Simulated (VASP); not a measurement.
# Hf (I4/mmm) in VASP: notebook, part 2 of 2

VASP 6.6.1. The steps go on from the part before.

## Step 5: Single point, PBEsol (zz strain of +1 %)

The input, INCAR:

```
SYSTEM = Hf
ALGO     = Normal         ! electronic algorithm
EDIFF    = 1E-7           ! SCF threshold, eV
ENCUT    = 520            ! plane-wave cutoff, eV
GGA      = PS             ! functional
ISIF     = 2              ! what is computed and relaxed
ISMEAR   = -1             ! smearing method
LASPH    = .True.         ! aspherical terms in the spheres
LCHARG   = .True.         ! write CHGCAR
LELF     = .True.         ! ELF
LREAL    = .False.        ! projectors in reciprocal space
LVHAR    = .True.       
LWAVE    = .False.        ! write WAVECAR
NBANDS   = 11             ! bands
NELM     = 60             ! most SCF steps
PREC     = Accurate       ! precision mode
SIGMA    = 0.03           ! smearing width, eV
```

The input, KPOINTS:

```
k-points
0
Gamma
  16 16 16
  0 0 0
```

The input, POSCAR:

```
Hf
1.0
    0.0000000000      2.2200000000      2.2422000000
    2.2200000000      0.0000000000      2.2422000000
    2.2200000000      2.2200000000      0.0000000000
Hf
1
Direct
    0.0000000000      0.0000000000      0.0000000000
```

Potentials or basis: VASP PAW PBE potentials, release 64 (Hf_pv).

Started as:

```
> cat potpaw_PBE.64/Hf_pv/POTCAR > POTCAR
> mpirun -np 1 vasp_std > vasp.out
```

OUTCAR:

```text
SYSTEM = Hf
   EDIFF = 1E-7
   ENCUT = 520
   GGA = PS
   ISIF = 2
   ISMEAR = -1
   LASPH = .True.
   LREAL = .False.
   NELM = 60
   PREC = Accurate

 ion  position               nearest neighbor table
   1  0.000  0.000  0.000-

  LATTYP: Found a body centered tetragonal cell.
 ALAT       =     3.1395541085
 C/A-ratio  =     1.4283556980

  Lattice vectors:

 A1 = (  -2.2200000000,   0.0000000000,   2.2422000000)
 A2 = (   2.2200000000,   0.0000000000,   2.2422000000)
 A3 = (   0.0000000000,   2.2200000000,  -2.2422000000)

Analysis of symmetry for initial positions (statically):
=====================================================================
 Subroutine PRICEL returns:
 Original cell was already a primitive cell.

 Routine SETGRP: Setting up the symmetry group for a
 body centered tetragonal supercell.

 Subroutine GETGRP returns: Found 16 space group operations
 (whereof 16 operations were pure point group operations)
 out of a pool of 16 trial point group operations.

The static configuration has the point symmetry D_4h.

Analysis of symmetry for dynamics (positions and initial velocities):
[... 168 lines left out ...]
      2     -25.2534      2.00000
      3     -25.2523      2.00000
      4      -2.5925      2.00000
      5       5.9830      0.00000
      6       6.1006      0.00000
      7       6.1006      0.00000
      8       8.8018      0.00000
      9       8.9719      0.00000
     10      16.0770      0.00000
     11      17.7557      0.00000
[... 309 lines left out ...]
 k-point    24 :      -0.0625    0.0625    0.0000
  band No.  band energies     occupation
      1     -25.3385      2.00000
      2     -25.2760      2.00000
      3     -25.2587      2.00000
      4      -2.2237      2.00000
      5       5.7198      0.00000
      6       6.1740      0.00000
      7       6.2707      0.00000
      8       8.6128      0.00000
      9       8.8054      0.00000
     10      16.8820      0.00000
     11      17.7534      0.00000

 [... further k-points ...]

------------------------ aborting loop because EDIFF is reached ----------------------------------------

  FORCE on cell =-STRESS in cart. coord.  units (eV):
  Direction    XX          YY          ZZ          XY          YZ          ZX
  --------------------------------------------------------------------------------------
  -------------------------------------------------------------------------------------
  Total       -0.4095823     -0.4095823     -0.4312283      0.0000000     -0.0000000     -0.0000000
  in kB      -29.6921364    -29.6921364    -31.2613363      0.0000000     -0.0000000     -0.0000000
  external PRESSURE =     -30.2152030 kB  Pullay stress =       0.0000000 kB

 VOLUME and BASIS-vectors are now :
 -----------------------------------------------------------------------------
  energy-cutoff  :      520.00
  volume of cell :       22.10
      direct lattice vectors                 reciprocal lattice vectors
     0.000000000  2.220000000  2.242200000    -0.225225225  0.225225225  0.222995273
     2.220000000  0.000000000  2.242200000     0.225225225 -0.225225225  0.222995273
     2.220000000  2.220000000  0.000000000     0.225225225  0.225225225 -0.222995273

 POSITION                                       TOTAL-FORCE (eV/Angst)
 -----------------------------------------------------------------------------------
      0.00000      0.00000      0.00000         0.000000     -0.000000      0.000000
 -----------------------------------------------------------------------------------
    total drift:                               -0.000000      0.000000      0.000000

  FREE ENERGIE OF THE ION-ELECTRON SYSTEM (eV)
  ---------------------------------------------------
  free  energy   TOTEN  =       -10.4282341667 eV

  energy  without entropy=      -10.4226136484  energy(sigma->0) =      -10.42542391
```

OSZICAR:

```text
N       E                     dE             d eps       ncg     rms          rms(c)
DAV:   1     0.128927395794E+02    0.12893E+02   -0.57496E+03  7686   0.844E+02
DAV:   2    -0.103274703388E+02   -0.23220E+02   -0.22526E+02  9806   0.156E+02
DAV:   3    -0.107964174815E+02   -0.46895E+00   -0.46498E+00  9634   0.152E+01
DAV:   4    -0.107981867367E+02   -0.17693E-02   -0.17687E-02  8961   0.114E+00
DAV:   5    -0.107981956724E+02   -0.89358E-05   -0.89351E-05  9768   0.723E-02    0.464E+01
DAV:   6    -0.105247673661E+02    0.27343E+00   -0.22221E-01  8674   0.344E+00    0.275E+01
DAV:   7    -0.104325168270E+02    0.92251E-01   -0.33433E-01  9070   0.408E+00    0.123E+00
DAV:   8    -0.104281910895E+02    0.43257E-02   -0.26367E-02  8575   0.111E+00    0.180E-01
DAV:   9    -0.104282346964E+02   -0.43607E-04   -0.43739E-04  9330   0.164E-01    0.493E-02
DAV:  10    -0.104282346300E+02    0.66426E-07   -0.21293E-05  8785   0.342E-02    0.408E-02
DAV:  11    -0.104282341391E+02    0.49085E-06   -0.37786E-06  9173   0.144E-02    0.328E-03
DAV:  12    -0.104282341667E+02   -0.27570E-07   -0.47911E-08  6234   0.212E-03
   1 F= -.10428234E+02 E0= -.10425424E+02  d E =-.562052E-02
```

stdout:

```text
POSCAR found type information on POSCAR Hf
 POSCAR found :  1 types and       1 ions
 scaLAPACK will be used
 -----------------------------------------------------------------------------
|                                                                             |
|                                                                             |
|     You enforced a specific xc type in the INCAR file but a different       |
|     I HOPE YOU KNOW WHAT YOU ARE DOING!                                     |
|                                                                             |
 -----------------------------------------------------------------------------

 LDA part: xc-table for (Slater+PW92), standard interpolation
 POSCAR, INCAR and KPOINTS ok, starting setup
 FFT: planning ... GRIDC
 FFT: planning ... GRID_SOFT
 FFT: planning ... GRID
 WAVECAR not read
 entering main loop
```

Run time: 73 s. Hardware: 1 thread of Intel Xeon 8259CL, shared host; peak memory 0.21 GiB.

What came out:

- Free energy: -10.4282 eV
- Pressure: -3.0 GPa
- Band gap on the k mesh: zero (bands 5 and 6 overlap by 1.74 eV)

Stress tensor (GPa, compression positive):
```
-2.97  0.00  0.00
 0.00 -2.97  0.00
 0.00  0.00 -3.13
```

Caveat: the cell differs from its parent crystal (zz strain of +1 %); the cell stands under tension; the PAW data sets were made with another functional, which shifts forces and pressure a little; spin-orbit coupling is left out, which moves the levels of the heavy elements.

## Step 6: Overview

```tsv
cell	gap on the mesh (eV)	pressure (GPa)
a = 3.108, b = 3.108, c = 3.077 Å, angles 60.3, 60.3, 59.3°, 1 atom	none	2.4
a = 3.124, b = 3.124, c = 3.108 Å, angles 60.2, 60.2, 59.7°, 1 atom	none	0.1
a = 3.124, b = 3.124, c = 3.140 Å, angles 59.8, 59.8, 60.3°, 1 atom	none	-1.0
a = 3.155, b = 3.155, c = 3.140 Å, angles 60.2, 60.2, 59.7°, 1 atom	none	-3.0
```

Alike in all rows: task single point; level PBEsol; potentials or basis VASP PAW PBE potentials, release 64 (Hf_pv); no spin polarisation; k mesh 16 × 16 × 16; cutoff (eV) 520; smearing fermi-dirac 0.03 eV.

Caveats: the PAW data sets were made with another functional, which shifts forces and pressure a little; spin-orbit coupling is left out, which moves the levels of the heavy elements; the cell stands under tension (at least some runs).

Absolute energies hang on the potentials; compare differences alone.
